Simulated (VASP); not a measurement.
## LiF: relaxation of the atoms with r2SCAN

The system is LiF.

```
CELL_PARAMETERS angstrom
0.00000 2.03376 2.03376
2.03376 0.00000 2.03376
2.03376 2.03376 0.00000
ATOMIC_POSITIONS crystal
Li 0.00000 0.00000 0.00000
F 0.50000 0.50000 0.50000
```

```yaml
Program: VASP 6.6.1
Task: relaxation of the atoms
Functional: r2SCAN
Potentials_or_basis: VASP PAW PBE potentials, release 64 (Li_sv, F)
Cutoff: 520 eV
k_mesh: 12 × 12 × 12
Occupations: fermi-dirac, width 0.02 eV
Spin: no spin polarisation
Dipole_correction: no
Further_INCAR_settings: ALGO = Normal; EDIFF = 1e-07; IBRION = 2; EDIFFG = -0.01; NSW = 50
```

| Quantity | Value |
| --- | --- |
| Band gap on the k mesh | 9.98 eV |

Final structure:
```xyz
2
Lattice="0.0000 2.0338 2.0338 2.0338 0.0000 2.0338 2.0338 2.0338 0.0000" Properties=species:S:1:pos:R:3 pbc="T T T"
Li    0.0000    0.0000    0.0000
F     2.0338    2.0338    2.0338
```

Levels at points of the mesh, in eV from the valence-band top:
| k point | band 2 | band 3 | band 4 | band 5 | band 6 | band 7 | band 8 | band 9 |
| --- | --- | --- | --- | --- | --- | --- | --- | --- |
| (0.00, 0.00, 0.00) | -21.02 | 0.00 | 0.00 | 0.00 | 9.98 | 25.18 | 25.18 | 25.18 |
| (0.50, 0.00, 0.00) | -20.63 | -2.40 | -0.23 | -0.23 | 11.66 | 17.76 | 20.18 | 20.18 |
| (0.50, 0.50, 0.00) | -20.39 | -2.88 | -0.96 | -0.96 | 15.76 | 17.29 | 18.72 | 21.55 |

It took 45 s on 1 thread of Intel(R) Xeon(R) Platinum 8259CL CPU @ 2.50GHz (Skylake/Cascade Lake), on a shared host, peak memory 0.14 GiB.

Caveat: the relaxation stopped at its first step, so nothing moved. A k mesh can miss the band edges.
